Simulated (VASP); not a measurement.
# BN (wurtzite type) (P6_3mc) in VASP: a series of runs

The runs below take BN (wurtzite type) through single point, with PBE.

Everything below comes from runs of VASP 6.6.1. Logs are shortened: lines on timing, memory, paths and dates and some standing lists are left out, and cuts for length are marked.

**1. The cell of the first run**

The structure is hexagonal, space group P6_3mc (No. 186). The conventional cell has a = 2.369 Å, b = 2.369 Å, c = 3.928 Å, α = 90.00°, β = 90.00°, γ = 120.00°. B (site symmetry 3m) has 4 N at 1.46 to 1.47 Å within 1.9 Å. Within 1.9 Å of N (site symmetry 3m) lie 4 B at 1.46 to 1.47 Å.

**2. Single point, PBE (volume scaled by 0.8)**

The input, INCAR:

```
SYSTEM = BN
PREC = Accurate
ENCUT = 520
EDIFF = 1E-7
ISMEAR = -1
SIGMA = 0.05
LREAL = .FALSE.
LASPH = .TRUE.
NELM = 80
ALGO = Normal
ISIF = 2
LWAVE = .FALSE.
LCHARG = .FALSE.
GGA = PE
NBANDS = 16
```

The input, KPOINTS:

```
regular mesh
0
G
  12 12 6
  0 0 0
```

The input, POSCAR:

```
BN
1.0
    2.3694419887      0.0000000000      0.0000000000
   -1.1847209944      2.0519969550      0.0000000000
    0.0000000000      0.0000000000      3.9284586604
B N
2 2
Direct
    0.3333333333      0.6666666667      0.0014940786
    0.6666666667      0.3333333333      0.5014940786
    0.3333333333      0.6666666667      0.3745059214
    0.6666666667      0.3333333333      0.8745059214
```

Potentials or basis: VASP PAW PBE potentials, release 64 (B, N).

The run is started by

```sh
$ cat potpaw_PBE.64/B/POTCAR potpaw_PBE.64/N/POTCAR > POTCAR
$ mpirun -np 1 vasp_std > vasp.out
```

OUTCAR:

```text
SYSTEM = BN
   PREC = Accurate
   ENCUT = 520
   EDIFF = 1E-7
   ISMEAR = -1
   LREAL = .FALSE.
   LASPH = .TRUE.
   NELM = 80
   ISIF = 2
   GGA = PE

 ion  position               nearest neighbor table
   1  0.333  0.667  0.001-   4 1.46   4 1.46   4 1.46   3 1.47
   2  0.667  0.333  0.501-   3 1.46   3 1.46   3 1.46   4 1.47
   3  0.333  0.667  0.375-   2 1.46   2 1.46   2 1.46   1 1.47
   4  0.667  0.333  0.875-   1 1.46   1 1.46   1 1.46   2 1.47

  LATTYP: Found a hexagonal cell.
 ALAT       =     2.3694419887
 C/A-ratio  =     1.6579678587

  Lattice vectors:

 A1 = (   2.3694419887,   0.0000000000,   0.0000000000)
 A2 = (  -1.1847209944,   2.0519969550,   0.0000000000)
 A3 = (   0.0000000000,   0.0000000000,   3.9284586604)

Analysis of symmetry for initial positions (statically):
=====================================================================
 Subroutine PRICEL returns:
 Original cell was already a primitive cell.

 Routine SETGRP: Setting up the symmetry group for a
 hexagonal supercell.

 Subroutine GETGRP returns: Found 12 space group operations
 (whereof  6 operations were pure point group operations)
 out of a pool of 24 trial point group operations.

The static configuration has the point symmetry C_3v.
 The point group associated with its full space group is C_6v.

Analysis of symmetry for dynamics (positions and initial velocities):
=====================================================================
 Subroutine PRICEL returns:
 Original cell was already a primitive cell.

 Routine SETGRP: Setting up the symmetry group for a
 hexagonal supercell.

 Subroutine GETGRP returns: Found 12 space group operations
 (whereof  6 operations were pure point group operations)
 out of a pool of 24 trial point group operations.

The dynamic configuration has the point symmetry C_3v.
 The point group associated with its full space group is C_6v.

 Subroutine INISYM returns: Found 12 space group operations
 (whereof  6 operations are pure point group operations),
 and found     1 'primitive' translations

----------------------------------------------------------------------------------------

                                     Primitive cell

  volume of cell :      19.1005

  direct lattice vectors                    reciprocal lattice vectors
     2.369441989  0.000000000  0.000000000     0.422040297  0.243665079  0.000000000
    -1.184720994  2.051996955  0.000000000     0.000000000  0.487330158  0.000000000
     0.000000000  0.000000000  3.928458660     0.000000000  0.000000000  0.254552761

  length of vectors
     2.369441989  2.369441989  3.928458660     0.487330158  0.487330158  0.254552761

  position of ions in fractional coordinates (direct lattice)
     0.333333333  0.666666667  0.001494079
     0.666666667  0.333333333  0.501494079
     0.333333333  0.666666667  0.374505921
     0.666666667  0.333333333  0.874505921

  ion indices of the primitive-cell ions
   primitive index   ion index
                 1           1
                 2           2
                 3           3
                 4           4

----------------------------------------------------------------------------------------

 KPOINTS: regular mesh

Automatic generation of k-mesh.
 Grid dimensions read from file:
 generate k-points for:   12   12    6

 Generating k-lattice:

  Cartesian coordinates                     Fractional coordinates (reciprocal lattice)
     0.035170025  0.020305423  0.000000000     0.083333333  0.000000000  0.000000000
     0.000000000  0.040610846  0.000000000     0.000000000  0.083333333  0.000000000
     0.000000000  0.000000000  0.042425460     0.000000000  0.000000000  0.166666667

  Length of vectors
     0.040610846  0.040610846  0.042425460

  Shift w.r.t. Gamma in fractional coordinates (k-lattice)
     0.000000000  0.000000000  0.000000000

 Subroutine IBZKPT returns following result:
 ===========================================

 Found     76 irreducible k-points:

 Following reciprocal coordinates:
            Coordinates               Weight
  0.000000  0.000000  0.000000      1.000000
  0.083333  0.000000  0.000000      6.000000
  0.166667 -0.000000  0.000000      6.000000
  0.250000  0.000000  0.000000      6.000000
  0.333333  0.000000  0.000000      6.000000
  0.416667 -0.000000  0.000000      6.000000
[... 16 lines left out ...]
  0.250000  0.000000  0.166667     12.000000
  0.333333  0.000000  0.166667     12.000000
 [... further k-points ...]
   k-points           NKPTS =     76   k-points in BZ     NKDIM =     76   number of bands    NBANDS=     16
   number of dos      NEDOS =    301   number of ions     NIONS =      4
   total plane-waves  NPLWV =   9720
   dimension x,y,z NGX =    18 NGY =   18 NGZ =   30
   dimension x,y,z NGXF=    36 NGYF=   36 NGZF=   60
   ions per type =               2   2
   NGX,Y,Z   is equivalent  to a cutoff of  12.63, 12.63, 12.70 a.u.
   NGXF,Y,Z  is equivalent  to a cutoff of  25.26, 25.26, 25.39 a.u.
 SYSTEM =  BN
   PREC   = accura    normal or accurate (medium, high low for compatibility)
   ISTART =      0    job   : 0-new  1-cont  2-samecut
   ICHARG =      2    charge: 1-file 2-atom 10-const
   ISPIN  =      1    spin polarized calculation?
   LNONCOLLINEAR =      F non collinear calculations
   LSORBIT =      F    spin-orbit coupling
   LASPH  =      T    aspherical Exc in radial PAW
   ENCUT  =  520.0 eV  38.22 Ry    6.18 a.u.   4.41  4.41  7.30*2*pi/ulx,y,z
   NELM   =     80;   NELMIN=  2; NELMDL= -5     # of ELM steps
   EDIFF  = 0.1E-06   stopping-criterion for ELM
   LREAL  =      F    real-space projection
   EDIFFG = 0.1E-05   stopping-criterion for IOM
   NSW    =      0    number of steps for IOM
   IBRION =     -1    ionic relax: 0-MD 1-quasi-New 2-CG
   NFREE  =      0    steps in history (QN), initial steepest desc. (CG)
   ISIF   =      2    stress and relaxation
   ISYM   =      2    0-nonsym 1-usesym 2-fastsym
   POTIM  = 0.5000    time-step for ionic-motion
   TEBEG  =    0.0;   TEEND  =   0.0 temperature during run
   PSTRESS=    0.0 pullay stress
   NELECT =      16.0000    total number of electrons
   NUPDOWN=      -1.0000    fix difference up-down
   EMIN   =  10.00;   EMAX   =-10.00  energy-range for DOS
   EFERMI =   0.00;   METHOD = LEGACY
   ISMEAR =    -1;   SIGMA  =   0.05  broadening in eV -4-tet -1-fermi 0-gaus
   EFERMI_NEDOS =   21; number of points for ismear=-14 and -15
   IALGO  =     38    algorithm
   IMIX   =      4    mixing-type and parameters
     AMIX     =   0.40;   BMIX     =  1.00
     AMIX_MAG =   1.60;   BMIX_MAG =  1.00
  volume/ion in A,a.u.               =       4.78        32.22
  Fermi-wavevector in a.u.,A,eV,Ry     =   1.543239  2.916299 32.403449  2.381586
  Thomas-Fermi vector in A             =   2.648930
   LORBIT       =      0    0 simple, 1 ext, 2 COOP (PROOUT), +10 PAW based schemes
   GGA     = PE    functional components
   LHFCALC =     F    Hartree Fock is set to
   AEXX    =    0.0000 exact exchange contribution
   IVDW    =     0    specifies the selected vdW correction
   LEPSILON=     F    determine dielectric tensor
   LRPA    =     F    only Hartree local field effects (RPA)
 non-spin polarized calculation
  energy-cutoff  :      520.00
  volume of cell :       19.10
 maximum number of plane-waves:       549
 NGX is ok and might be reduce to    18
   NGX =  9   NGY =  9   NGZ = 15

 number of electron      16.0000004 magnetization

 Free energy of the ion-electron system (eV)
  ---------------------------------------------------
  ext. energy  EPLUGINS =         0.00000000
  ---------------------------------------------------
  free energy    TOTEN  =       -33.24859587 eV

  energy without entropy =      -33.24859587  energy(sigma->0) =      -33.24859587

 E-fermi :  11.5042     XC(G=0): -13.8940

 val. band max:       10.5110745678   @ k =   0.0000   0.0000   0.0000
 cond. band min:      15.1167084542   @ k =   0.3333   0.3333   0.0000
 fundamental gap:      4.6056338863
 Fermi energy:        11.5042374281

 k-point     1 :       0.0000    0.0000    0.0000
  band No.  band energies     occupation
      1     -12.6205      2.00000
      2      -7.4372      2.00000
      3      -2.6766      2.00000
      4       7.8796      2.00000
      5       7.8796      2.00000
      6      10.0292      2.00000
[... 8 lines left out ...]
     15      24.7807      0.00000
     16      29.5356      0.00000

 k-point     2 :       0.0833    0.0000    0.0000
  band No.  band energies     occupation
      1     -12.4422      2.00000
      2      -7.2926      2.00000
      3      -2.5057      2.00000
      4       7.0863      2.00000
      5       7.5175      2.00000
      6       9.8196      2.00000
[... 8 lines left out ...]
     15      25.3791      0.00000
     16      29.1190      0.00000

 k-point     3 :       0.1667   -0.0000    0.0000
  band No.  band energies     occupation
      1     -11.9112      2.00000
      2      -6.8755      2.00000
      3      -1.9995      2.00000
      4       5.1563      2.00000
      5       6.6820      2.00000
      6       8.2775      2.00000
[... 8 lines left out ...]
     15      26.5190      0.00000
     16      27.8562      0.00000

 k-point     4 :       0.2500    0.0000    0.0000
  band No.  band energies     occupation
      1     -11.0413      2.00000
      2      -6.2529      2.00000
      3      -1.1868      2.00000
      4       2.8484      2.00000
      5       5.7627      2.00000
      6       6.2429      2.00000
[... 8 lines left out ...]
     15      28.0130      0.00000
     16      28.8617      0.00000

 k-point     5 :       0.3333    0.0000    0.0000
  band No.  band energies     occupation
      1      -9.8659      2.00000
      2      -5.6317      2.00000
      3      -0.2579      2.00000
      4       0.9161      2.00000
      5       4.1609      2.00000
      6       4.9978      2.00000
[... 8 lines left out ...]
     15      29.6940      0.00000
     16      29.8772      0.00000

 k-point     6 :       0.4167   -0.0000    0.0000
  band No.  band energies     occupation
      1      -8.4799      2.00000
      2      -5.5774      2.00000
      3      -0.6138      2.00000
      4       1.3063      2.00000
      5       2.3937      2.00000
      6       4.5042      2.00000
[... 8 lines left out ...]
     15      29.2871      0.00000
     16      31.2324      0.00000
[... 267 lines left out ...]
 k-point    21 :       0.0833    0.0000    0.1667
  band No.  band energies     occupation
      1     -12.2483      2.00000
      2      -8.0863      2.00000
      3      -1.3763      2.00000
      4       7.2355      2.00000
      5       7.6674      2.00000
      6       8.8454      2.00000
[... 8 lines left out ...]
     15      25.5997      0.00000
     16      28.9272      0.00000

 k-point    22 :       0.1667   -0.0000    0.1667
  band No.  band energies     occupation
      1     -11.7195      2.00000
      2      -7.6354      2.00000
      3      -0.9270      2.00000
      4       5.3231      2.00000
      5       6.8430      2.00000
      6       7.7655      2.00000
[... 8 lines left out ...]
     15      26.7186      0.00000
     16      28.2736      0.00000

 k-point    23 :       0.2500    0.0000    0.1667
  band No.  band energies     occupation
      1     -10.8541      2.00000
      2      -6.9401      2.00000
      3      -0.2683      2.00000
      4       3.0791      2.00000
      5       5.7188      2.00000
      6       5.9322      2.00000
[... 8 lines left out ...]
     15      27.5732      0.00000
     16      29.1465      0.00000

 k-point    24 :       0.3333    0.0000    0.1667
  band No.  band energies     occupation
      1      -9.6878      2.00000
      2      -6.1607      2.00000
      3      -0.0913      2.00000
      4       1.6871      2.00000
      5       3.5916      2.00000
      6       5.1726      2.00000
[... 8 lines left out ...]
     15      29.3634      0.00000
     16      30.2529      0.00000

 [... further k-points ...]

------------------------ aborting loop because EDIFF is reached ----------------------------------------

  FORCE on cell =-STRESS in cart. coord.  units (eV):
  Direction    XX          YY          ZZ          XY          YZ          ZX
  --------------------------------------------------------------------------------------
  -------------------------------------------------------------------------------------
  Total       14.9351276     14.9351276     14.9468546     -0.0000000      0.0000000      0.0000000
  in kB     1252.7792145   1252.7792145   1253.7628941     -0.0000000      0.0000000      0.0000000
  external PRESSURE =    1253.1071077 kB  Pullay stress =       0.0000000 kB

 VOLUME and BASIS-vectors are now :
 -----------------------------------------------------------------------------
  energy-cutoff  :      520.00
  volume of cell :       19.10
      direct lattice vectors                 reciprocal lattice vectors
     2.369441989  0.000000000  0.000000000     0.422040297  0.243665079  0.000000000
    -1.184720994  2.051996955  0.000000000     0.000000000  0.487330158  0.000000000
     0.000000000  0.000000000  3.928458660     0.000000000  0.000000000  0.254552761

 POSITION                                       TOTAL-FORCE (eV/Angst)
 -----------------------------------------------------------------------------------
     -0.00000      1.36800      0.00587        -0.000000      0.000000      0.002905
      1.18472      0.68400      1.97010         0.000000     -0.000000      0.002905
     -0.00000      1.36800      1.47123         0.000000      0.000000     -0.002905
      1.18472      0.68400      3.43546        -0.000000      0.000000     -0.002905
 -----------------------------------------------------------------------------------
    total drift:                               -0.000000     -0.000000      0.000026

  FREE ENERGIE OF THE ION-ELECTRON SYSTEM (eV)
  ---------------------------------------------------
  free  energy   TOTEN  =       -33.2485958743 eV

  energy  without entropy=      -33.2485958743  energy(sigma->0) =      -33.24859587
```

Run time: 9.1 s. Hardware: 1 thread of Intel Xeon 6975P-C (Granite Rapids), shared host; peak memory 0.13 GiB.

What came out:

| Property | Result |
| --- | --- |
| Free energy | -33.2486 eV |
| Pressure | 125.3 GPa |
| Band gap on the k mesh | 4.61 eV, indirect (least direct gap 9.21 eV) |

Forces in eV/Å, atoms in the order of the input:
```
B    0.000  0.000  0.003
B    0.000  0.000  0.003
N    0.000  0.000 -0.003
N    0.000  0.000 -0.003
```

Caveat: the cell differs from its parent crystal (volume scaled by 0.8). A k mesh can miss the band edges.

**3. Single point, PBE**

This run uses another cell than the first one, of 5.25 Å³/atom, 1.100 times its volume.

The input, INCAR:

```
SYSTEM = BN
ALGO     = Normal         ! electronic algorithm
EDIFF    = 1E-7           ! SCF threshold, eV
ENCUT    = 520            ! plane-wave cutoff, eV
GGA      = PE             ! functional
ISIF     = 2              ! what is computed and relaxed
ISMEAR   = -1             ! smearing method
LASPH    = .True.         ! aspherical terms in the spheres
LCHARG   = .False.        ! write CHGCAR
LREAL    = .False.        ! projectors in reciprocal space
LWAVE    = .False.        ! write WAVECAR
NBANDS   = 16             ! bands
NELM     = 100            ! most SCF steps
PREC     = Accurate       ! precision mode
SIGMA    = 0.05           ! smearing width, eV
```

The input, KPOINTS:

```
k-points
0
Gamma
  12 12 6
  0 0 0
```

The input, POSCAR:

```
BN
1.0
    2.4470707925      0.0000000000      0.0000000000
   -1.2235353963      2.1192254712      0.0000000000
    0.0000000000      0.0000000000      4.0514824894
B N
2 2
Direct
    0.3333333333      0.6666666667      0.0011587297
    0.6666666667      0.3333333333      0.5011587297
    0.3333333333      0.6666666667      0.3748412703
    0.6666666667      0.3333333333      0.8748412703
```

Potentials or basis: VASP PAW PBE potentials, release 64 (B, N).

The run is started by

```sh
$ cat potpaw_PBE.64/B/POTCAR potpaw_PBE.64/N/POTCAR > POTCAR
$ mpirun -np 1 vasp_std > vasp.out
```

Run time: 9 s. Hardware: 1 thread of Intel Xeon 6975P-C (Granite Rapids), shared host; peak memory 0.13 GiB.

The run converged. Its results:

```yaml
Free_energy: -34.3349 eV
Pressure: 60.6 GPa
Band_gap_on_the_k_mesh: 4.90 eV, indirect (least direct gap 8.81 eV)
```

Levels at points of the mesh, in eV from the valence-band top:
| k point | band 5 | band 6 | band 7 | band 8 | band 9 | band 10 | band 11 | band 12 |
| --- | --- | --- | --- | --- | --- | --- | --- | --- |
| (0.00, 0.00, 0.00) | -2.40 | -0.38 | 0.00 | 0.00 | 8.83 | 8.83 | 9.23 | 11.03 |
| (0.50, 0.00, 0.00) | -7.64 | -5.62 | -5.08 | -2.37 | 7.13 | 8.28 | 11.17 | 12.48 |
| (0.00, 0.00, 0.50) | -1.33 | -1.33 | -1.33 | -1.33 | 10.55 | 10.55 | 10.55 | 10.55 |
| (0.50, 0.00, 0.50) | -4.25 | -4.25 | -4.03 | -4.03 | 6.99 | 6.99 | 10.84 | 10.84 |

A k mesh can miss the band edges. A hybrid or GW would open this gap; PBE tends to underestimate it.
